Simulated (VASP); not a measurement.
# CdSe (F-43m) in VASP: further runs

Aim: see how the results for CdSe move with the level of theory and the settings. Levels: PBE, BLYP+D3(BJ). Tasks: single point, relaxation of cell and atoms.

All numbers are computed with VASP 6.6.1; they aren't measurements. Logs are shortened: lines on timing, memory, paths and dates and some standing lists are left out, and cuts for length are marked.

### Step 1. The cell of the first run

Symmetry: F-43m, No. 216, cubic system. The conventional cell has a = 6.141 Å, b = 6.141 Å, c = 6.141 Å, α = 90.00°, β = 90.00°, γ = 90.00°. Cd (site symmetry -43m) has 4 Se at 2.66 Å within 3.5 Å. Within 3.5 Å of Se (site symmetry -43m) lie 4 Cd at 2.66 Å.

### Step 2. Single point, PBE

The input, INCAR:

```
  PREC = Accurate
  ENCUT = 520
  EDIFF = 1E-6
  ISMEAR = 0
  SIGMA = 0.024
  LREAL = False
  LASPH = True
  NELM = 100
  ALGO = Normal
  ISIF = 2
  LWAVE = False
  LCHARG = False
  GGA = PE
  NBANDS = 16
```

The input, KPOINTS:

```
Automatic mesh
0
Gamma
  8 8 8
```

The input, POSCAR:

```
CdSe
1.0
    0.0000000000      3.0702711986      3.0702711986
    3.0702711986      0.0000000000      3.0702711986
    3.0702711986      3.0702711986      0.0000000000
Cd Se
1 1
Direct
    0.0000000000      0.0000000000      0.0000000000
    0.2500000000      0.2500000000      0.2500000000
```

Potentials or basis: VASP PAW PBE potentials, release 64 (Cd, Se).

The run is started by

```bash
$ cat potpaw_PBE.64/Cd/POTCAR potpaw_PBE.64/Se/POTCAR > POTCAR
$ mpirun -np 1 vasp_std > vasp.out
```

OUTCAR:

```text
PREC = Accurate
   ENCUT = 520
   EDIFF = 1E-6
   ISMEAR = 0
   LREAL = False
   LASPH = True
   NELM = 100
   ISIF = 2
   GGA = PE

 ion  position               nearest neighbor table
   1  0.000  0.000  0.000-   2 2.66   2 2.66   2 2.66   2 2.66
   2  0.250  0.250  0.250-   1 2.66   1 2.66   1 2.66   1 2.66

  LATTYP: Found a face centered cubic cell.
 ALAT       =     6.1405423972

  Lattice vectors:

 A1 = (   0.0000000000,   3.0702711986,   3.0702711986)
 A2 = (   3.0702711986,   0.0000000000,   3.0702711986)
 A3 = (   3.0702711986,   3.0702711986,   0.0000000000)

Analysis of symmetry for initial positions (statically):
=====================================================================
 Subroutine PRICEL returns:
 Original cell was already a primitive cell.

 Routine SETGRP: Setting up the symmetry group for a
 face centered cubic supercell.

 Subroutine GETGRP returns: Found 24 space group operations
 (whereof 24 operations were pure point group operations)
 out of a pool of 48 trial point group operations.

The static configuration has the point symmetry T_d .

Analysis of symmetry for dynamics (positions and initial velocities):
=====================================================================
 Subroutine PRICEL returns:
 Original cell was already a primitive cell.

 Routine SETGRP: Setting up the symmetry group for a
 face centered cubic supercell.

 Subroutine GETGRP returns: Found 24 space group operations
 (whereof 24 operations were pure point group operations)
 out of a pool of 48 trial point group operations.

The dynamic configuration has the point symmetry T_d .

 Subroutine INISYM returns: Found 24 space group operations
 (whereof 24 operations are pure point group operations),
 and found     1 'primitive' translations

----------------------------------------------------------------------------------------

                                     Primitive cell

  volume of cell :      57.8842

  direct lattice vectors                    reciprocal lattice vectors
     0.000000000  3.070271199  3.070271199    -0.162852063  0.162852063  0.162852063
     3.070271199  0.000000000  3.070271199     0.162852063 -0.162852063  0.162852063
     3.070271199  3.070271199  0.000000000     0.162852063  0.162852063 -0.162852063

  length of vectors
     4.342019169  4.342019169  4.342019169     0.282068048  0.282068048  0.282068048

  position of ions in fractional coordinates (direct lattice)
     0.000000000  0.000000000  0.000000000
     0.250000000  0.250000000  0.250000000

  ion indices of the primitive-cell ions
   primitive index   ion index
                 1           1
                 2           2

----------------------------------------------------------------------------------------

 KPOINTS: Automatic mesh

Automatic generation of k-mesh.
 Grid dimensions read from file:
 generate k-points for:    8    8    8

 Generating k-lattice:

  Cartesian coordinates                     Fractional coordinates (reciprocal lattice)
    -0.020356508  0.020356508  0.020356508     0.125000000  0.000000000  0.000000000
     0.020356508 -0.020356508  0.020356508     0.000000000  0.125000000  0.000000000
     0.020356508  0.020356508 -0.020356508     0.000000000  0.000000000  0.125000000

  Length of vectors
     0.035258506  0.035258506  0.035258506

  Shift w.r.t. Gamma in fractional coordinates (k-lattice)
     0.000000000  0.000000000  0.000000000

 Subroutine IBZKPT returns following result:
 ===========================================

 Found     29 irreducible k-points:

 Following reciprocal coordinates:
            Coordinates               Weight
  0.000000  0.000000  0.000000      1.000000
  0.125000  0.000000  0.000000      8.000000
  0.250000  0.000000  0.000000      8.000000
  0.375000  0.000000  0.000000      8.000000
  0.500000  0.000000  0.000000      4.000000
  0.125000  0.125000  0.000000      6.000000
[... 16 lines left out ...]
  0.500000  0.250000  0.125000     48.000000
 -0.375000  0.250000  0.125000     24.000000
 [... further k-points ...]
   k-points           NKPTS =     29   k-points in BZ     NKDIM =     29   number of bands    NBANDS=     16
   number of dos      NEDOS =    301   number of ions     NIONS =      2
   total plane-waves  NPLWV =  32768
   dimension x,y,z NGX =    32 NGY =   32 NGZ =   32
   dimension x,y,z NGXF=    64 NGYF=   64 NGZF=   64
   ions per type =               1   1
   NGX,Y,Z   is equivalent  to a cutoff of  12.25, 12.25, 12.25 a.u.
   NGXF,Y,Z  is equivalent  to a cutoff of  24.50, 24.50, 24.50 a.u.
 SYSTEM =  unknown system
   PREC   = accura    normal or accurate (medium, high low for compatibility)
   ISTART =      0    job   : 0-new  1-cont  2-samecut
   ICHARG =      2    charge: 1-file 2-atom 10-const
   ISPIN  =      1    spin polarized calculation?
   LNONCOLLINEAR =      F non collinear calculations
   LSORBIT =      F    spin-orbit coupling
   LASPH  =      T    aspherical Exc in radial PAW
   ENCUT  =  520.0 eV  38.22 Ry    6.18 a.u.   8.07  8.07  8.07*2*pi/ulx,y,z
   NELM   =    100;   NELMIN=  2; NELMDL= -5     # of ELM steps
   EDIFF  = 0.1E-05   stopping-criterion for ELM
   LREAL  =      F    real-space projection
   EDIFFG = 0.1E-04   stopping-criterion for IOM
   NSW    =      0    number of steps for IOM
   IBRION =     -1    ionic relax: 0-MD 1-quasi-New 2-CG
   NFREE  =      0    steps in history (QN), initial steepest desc. (CG)
   ISIF   =      2    stress and relaxation
   ISYM   =      2    0-nonsym 1-usesym 2-fastsym
   POTIM  = 0.5000    time-step for ionic-motion
   TEBEG  =    0.0;   TEEND  =   0.0 temperature during run
   PSTRESS=    0.0 pullay stress
   NELECT =      18.0000    total number of electrons
   NUPDOWN=      -1.0000    fix difference up-down
   EMIN   =  10.00;   EMAX   =-10.00  energy-range for DOS
   EFERMI =   0.00;   METHOD = LEGACY
   ISMEAR =     0;   SIGMA  =   0.02  broadening in eV -4-tet -1-fermi 0-gaus
   EFERMI_NEDOS =   21; number of points for ismear=-14 and -15
   IALGO  =     38    algorithm
   IMIX   =      4    mixing-type and parameters
     AMIX     =   0.40;   BMIX     =  1.00
     AMIX_MAG =   1.60;   BMIX_MAG =  1.00
  volume/ion in A,a.u.               =      28.94       195.31
  Fermi-wavevector in a.u.,A,eV,Ry     =   1.109121  2.095935 16.737199  1.230149
  Thomas-Fermi vector in A             =   2.245657
   LORBIT       =      0    0 simple, 1 ext, 2 COOP (PROOUT), +10 PAW based schemes
   GGA     = PE    functional components
   LHFCALC =     F    Hartree Fock is set to
   AEXX    =    0.0000 exact exchange contribution
   IVDW    =     0    specifies the selected vdW correction
   LEPSILON=     F    determine dielectric tensor
   LRPA    =     F    only Hartree local field effects (RPA)
 non-spin polarized calculation
 Gauss-broadening in eV      SIGMA  =   0.02
  energy-cutoff  :      520.00
  volume of cell :       57.88
 maximum number of plane-waves:      1588
   NGX = 17   NGY = 17   NGZ = 17

 number of electron      18.0000008 magnetization

 Free energy of the ion-electron system (eV)
  ---------------------------------------------------
  ext. energy  EPLUGINS =         0.00000000
  ---------------------------------------------------
  free energy    TOTEN  =        -5.49046467 eV

  energy without entropy =       -5.49046467  energy(sigma->0) =       -5.49046467

 E-fermi :   0.8280     XC(G=0):  -8.7565

 val. band max:        0.7188440916   @ k =   0.0000   0.0000   0.0000
 cond. band min:       1.2682473657   @ k =   0.0000   0.0000   0.0000
 fundamental gap:      0.5494032742
 Fermi energy:         0.8280192068

 k-point     1 :       0.0000    0.0000    0.0000
  band No.  band energies     occupation
      1     -11.7183      2.00000
      2      -7.1233      2.00000
      3      -7.1233      2.00000
      4      -7.1233      2.00000
      5      -6.7789      2.00000
      6      -6.7789      2.00000
[... 8 lines left out ...]
     15      11.7533      0.00000
     16      11.7533      0.00000

 k-point     2 :       0.1250    0.0000    0.0000
  band No.  band energies     occupation
      1     -11.6682      2.00000
      2      -7.1074      2.00000
      3      -7.1074      2.00000
      4      -7.0769      2.00000
      5      -6.7797      2.00000
      6      -6.7797      2.00000
[... 8 lines left out ...]
     15      11.0072      0.00000
     16      11.1129      0.00000

 k-point     3 :       0.2500    0.0000    0.0000
  band No.  band energies     occupation
      1     -11.5458      2.00000
      2      -7.0727      2.00000
      3      -7.0727      2.00000
      4      -6.9217      2.00000
      5      -6.7768      2.00000
      6      -6.7768      2.00000
[... 8 lines left out ...]
     15      10.7642      0.00000
     16      10.8068      0.00000

 k-point     4 :       0.3750    0.0000    0.0000
  band No.  band energies     occupation
      1     -11.4220      2.00000
      2      -7.0452      2.00000
      3      -7.0452      2.00000
      4      -6.7651      2.00000
      5      -6.7651      2.00000
      6      -6.6664      2.00000
[... 8 lines left out ...]
     15      11.6179      0.00000
     16      11.6179      0.00000
[... 324 lines left out ...]
 k-point    22 :       0.3750    0.2500    0.1250
  band No.  band energies     occupation
      1     -11.4552      2.00000
      2      -7.0342      2.00000
      3      -7.0163      2.00000
      4      -6.8746      2.00000
      5      -6.7696      2.00000
      6      -6.7342      2.00000
[... 8 lines left out ...]
     15      12.1741      0.00000
     16      13.3196      0.00000

 k-point    23 :       0.5000    0.2500    0.1250
  band No.  band energies     occupation
      1     -11.3569      2.00000
      2      -7.0076      2.00000
      3      -6.9915      2.00000
      4      -6.8191      2.00000
      5      -6.7584      2.00000
      6      -6.5538      2.00000
[... 8 lines left out ...]
     15      12.4981      0.00000
     16      13.2540      0.00000

 k-point    24 :      -0.3750    0.2500    0.1250
  band No.  band energies     occupation
      1     -11.3164      2.00000
      2      -7.0027      2.00000
      3      -6.9803      2.00000
      4      -6.7961      2.00000
      5      -6.7636      2.00000
      6      -6.4246      2.00000
[... 8 lines left out ...]
     15      12.3171      0.00000
     16      13.2545      0.00000

 [... further k-points ...]
[... 5 lines left out ...]
  --------------------------------------------------------------------------------------
  -------------------------------------------------------------------------------------
  Total        0.5673509      0.5673509      0.5673509      0.0000000      0.0000000     -0.0000000
  in kB       15.7037035     15.7037035     15.7037035      0.0000000      0.0000000     -0.0000000
  external PRESSURE =      15.7037035 kB  Pullay stress =       0.0000000 kB

 VOLUME and BASIS-vectors are now :
 -----------------------------------------------------------------------------
  energy-cutoff  :      520.00
  volume of cell :       57.88
      direct lattice vectors                 reciprocal lattice vectors
     0.000000000  3.070271199  3.070271199    -0.162852063  0.162852063  0.162852063
     3.070271199  0.000000000  3.070271199     0.162852063 -0.162852063  0.162852063
     3.070271199  3.070271199  0.000000000     0.162852063  0.162852063 -0.162852063

 POSITION                                       TOTAL-FORCE (eV/Angst)
 -----------------------------------------------------------------------------------
      0.00000      0.00000      0.00000        -0.000000     -0.000000     -0.000000
      1.53514      1.53514      1.53514         0.000000      0.000000      0.000000
 -----------------------------------------------------------------------------------
    total drift:                               -0.000001     -0.000001     -0.000000

  FREE ENERGIE OF THE ION-ELECTRON SYSTEM (eV)
  ---------------------------------------------------
  free  energy   TOTEN  =        -5.4904646673 eV

  energy  without entropy=       -5.4904646673  energy(sigma->0) =       -5.49046467
```

Wall time 16 s (1 thread of Intel Xeon 6975P-C, shared host); peak memory 0.18 GiB.

Results:

```
Free energy            : -5.4905 eV
Pressure               : 1.6 GPa
Band gap on the k mesh : 0.55 eV, direct
```

Levels at points of the mesh, in eV from the valence-band top:
| k point | band 5 | band 6 | band 7 | band 8 | band 9 | band 10 | band 11 | band 12 | band 13 | band 14 |
| --- | --- | --- | --- | --- | --- | --- | --- | --- | --- | --- |
| (0.00, 0.00, 0.00) | -7.50 | -7.50 | 0.00 | 0.00 | 0.00 | 0.55 | 5.93 | 5.93 | 5.93 | 9.67 |
| (0.50, 0.00, 0.00) | -7.48 | -7.22 | -4.22 | -0.71 | -0.71 | 2.36 | 6.44 | 6.44 | 7.34 | 9.97 |
| (0.50, 0.50, 0.00) | -7.44 | -7.16 | -3.95 | -1.76 | -1.76 | 3.19 | 3.73 | 8.98 | 10.05 | 10.05 |

Expect the measured gap to be larger: semilocal functionals such as PBE lack the derivative discontinuity.

### Step 3. Relaxation of cell and atoms, BLYP+D3(BJ)

The input, INCAR:

```
SYSTEM = CdSe
AGGAC = 1.0
AGGAX = 1.0
ALDAC = 0.0
ALDAX = 1.0
ALGO = Normal
EDIFF = 1E-6
EDIFFG = -0.02
ENCUT = 600
GGA = B5
IBRION = 2
ISIF = 3
ISMEAR = -1
IVDW = 12
LASPH = .TRUE.
LCHARG = .FALSE.
LREAL = .FALSE.
LWAVE = .FALSE.
NELM = 60
NSW = 80
PREC = Accurate
SIGMA = 0.05
VDW_A1 = 0.4298
VDW_A2 = 4.2359
VDW_S6 = 1.0
VDW_S8 = 2.6996
```

The input, KPOINTS:

```
k-points
0
G
  8 8 8
  0 0 0
```

POSCAR is that of step 2.

Potentials or basis: VASP PAW PBE potentials, release 64 (Cd, Se).

The run is started by

```bash
$ cat potpaw_PBE.64/Cd/POTCAR potpaw_PBE.64/Se/POTCAR > POTCAR
$ mpirun -np 1 vasp_std > vasp.out
```

Run time: 73 s. Hardware: 1 thread of Intel Xeon 6975P-C, shared host; peak memory 0.23 GiB.

Results (log left out):

```
Free energy                            : -5.8687 eV
Relaxed volume                         : 28.76 Å³/atom
Relaxed cell                           : a = 4.333 Å, b = 4.333 Å, c = 4.333 Å, α = 60.00°, β = 60.00°, γ = 60.00°
Space group after relaxing (to 0.05 Å) : F-43m (No. 216)
Energy gained by relaxing              : 0.1 meV/atom
Ionic steps                            : 2
Pressure after relaxing                : 0.1 GPa
Band gap on the k mesh                 : 0.52 eV, direct
Dispersion energy per atom             : -0.694 eV
```

The path:
| step | energy change (eV) | largest force (eV/Å) | pressure (GPa) | volume (Å³) |
| --- | --- | --- | --- | --- |
| 1 | 0.0000 | 0.0000 | -0.24 | 57.88 |
| 2 | -0.0002 | 0.0000 | 0.06 | 57.52 |

Final structure:
```xyz
2
Lattice="0.0000 3.0638 3.0638 3.0638 0.0000 3.0638 3.0638 3.0638 0.0000" Properties=species:S:1:pos:R:3 pbc="T T T"
Cd    3.0638    6.1277    3.0638
Se    1.5319    1.5319    1.5319
```

Levels at points of the mesh, in eV from the valence-band top:
```tsv
k point	band 5	band 6	band 7	band 8	band 9	band 10	band 11	band 12	band 13
(0.00, 0.00, 0.00)	-7.57	-7.57	0.00	0.00	0.00	0.52	5.94	5.94	5.94
(0.50, 0.00, 0.00)	-7.55	-7.30	-4.24	-0.71	-0.71	2.34	6.46	6.46	7.43
(0.50, 0.50, 0.00)	-7.52	-7.24	-3.98	-1.76	-1.76	3.27	3.73	9.07	10.03
```

Caveat: the PAW data sets were made with another functional, which shifts forces and pressure a little. As with any semilocal functional, this BLYP gap is likely too small.
